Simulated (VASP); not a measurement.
Write the native input for VASP 6.6.1 that does the following.

* Task: single point
* Functional: PBEsol
* Potentials or basis: VASP PAW PBE potentials, release 64 (Sn_d, O)
* Cutoff: 520 eV
* k mesh: 12 × 12 × 10
* Occupations: gaussian, width 0.15 eV
* Spin: no spin polarisation
* Dipole correction: no
* Further INCAR settings: ALGO = Normal; EDIFF = 1e-06; NBANDS = 28

The structure of SnO lies in POSCAR:

```
SnO
1.0
    4.2297250000      0.0000000000      0.0000000000
    0.0000000000      3.3742750000      0.0000000000
    0.0000000000      0.0000000000      4.8360000000
Sn O
2 2
Direct
    0.0000000000      0.5000000000      0.2385000000
    0.5000000000      0.0000000000      0.7615000000
    0.0000000000      0.0000000000      0.0000000000
    0.5000000000      0.5000000000      0.0000000000
```

This cell differs from its parent crystal: strain +0.1125 x Voigt [1, -1, 0, 0, 0, 0].

One way to write it, as run:

INCAR

```
SYSTEM = SnO
PREC = Accurate
ENCUT = 520
EDIFF = 1E-6
ISMEAR = 0
SIGMA = 0.15
LREAL = .FALSE.
LASPH = .TRUE.
NELM = 60
ALGO = Normal
ISIF = 2
LWAVE = .FALSE.
LCHARG = .FALSE.
GGA = PS
NBANDS = 28
```

KPOINTS

```
Automatic mesh
0
G
  12 12 10
  0 0 0
```

Potentials or basis: VASP PAW PBE potentials, release 64 (Sn_d, O).

Launch:

```bash
$ cat potpaw_PBE.64/Sn_d/POTCAR potpaw_PBE.64/O/POTCAR > POTCAR
$ mpirun -np 1 vasp_std > vasp.out
```

It gave:

The pressure is 6.2 GPa and the largest force is 1.787 eV/Å. The band gap on the k mesh is zero (bands 20 and 21 overlap by 0.08 eV).

Caveat: the cell differs from its parent crystal (strain +0.1125 x Voigt [1, -1, 0, 0, 0, 0]); the stress differs along the axes, from -3 to 16 GPa; semilocal functionals underestimate gaps, and a narrow one can read as zero; the PAW data sets were made with another functional, which shifts forces and pressure a little; spin-orbit coupling is left out, which moves the levels of the heavy elements.

Wall time 3.2 min on 1 thread of Intel(R) Xeon(R) 6975P-C (Granite Rapids), with other jobs on the host, peak memory 0.53 GiB.
